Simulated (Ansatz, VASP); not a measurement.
Yb: VASP beside Ansatz

Contents of INCAR:

```
SYSTEM = Yb
PREC = Accurate
ENCUT = 520
EDIFF = 1E-7
ISMEAR = -1
SIGMA = 0.05
LREAL = .False.
LASPH = .True.
NELM = 150
ALGO = Normal
ISIF = 2
LWAVE = .False.
LCHARG = .False.
ISPIN = 2
MAGMOM = 1
LORBIT = 11
LMAXMIX = 6
GGA = PE
NBANDS = 22
```

Contents of KPOINTS:

```
regular mesh
0
Gamma
  17 17 17
  0 0 0
```

File POSCAR:

```
Yb
1.0
    0.0000000000      2.6459503031      2.6459503031
    2.6459503031      0.0000000000      2.6459503031
    2.6459503031      2.6459503031      0.0000000000
Yb
1
Direct
    0.0000000000      0.0000000000      0.0000000000
```

Input for Ansatz:

```yaml
crystal:
  lattice:
    - [0.0, 2.6459503031, 2.6459503031]
    - [2.6459503031, 0.0, 2.6459503031]
    - [2.6459503031, 2.6459503031, 0.0]
  atoms:
    - { symbol: Yb, position: [0.0, 0.0, 0.0], spin: 1.0 }
hamiltonian:
  xc: pbe
  pseudopotentials:
    kind: paw
    azcp:
      Yb: "pseudopotentials/Yb.paw.azcp"
basis:
  ecutwfc: 420
  fft_grid_basis: typed
kpoints:
  mp_grid: { grid: [17, 17, 17], shift: [0, 0, 0] }
magnetization:
  spin_polarized: true
scf:
  occupations: { method: fermi_dirac, width: 0.05 }
output:
  stress: true
```

Alike in both runs: task single point; functional PBE; k mesh 17 × 17 × 17; occupations fermi-dirac, width 0.05 eV; collinear spin.

```csv
,VASP,Ansatz
version,VASP 6.6.1,Ansatz 0.2.0
potentials or method,"VASP PAW PBE potentials, release 64 (Yb), cutoff 520 eV","plane waves (420 eV) with PAW, scalar-relativistic"
valence electrons in the cell,24,24
```

```tsv
	VASP	Ansatz	Ansatz less VASP
pressure (GPa)	-1.2	-0.7	+0.46
net moment per atom (μB)	0.00	0.00	0.000
```

Ansatz's warnings: given moment on shells, seeded moment not kept.

Spin-orbit coupling is off throughout.
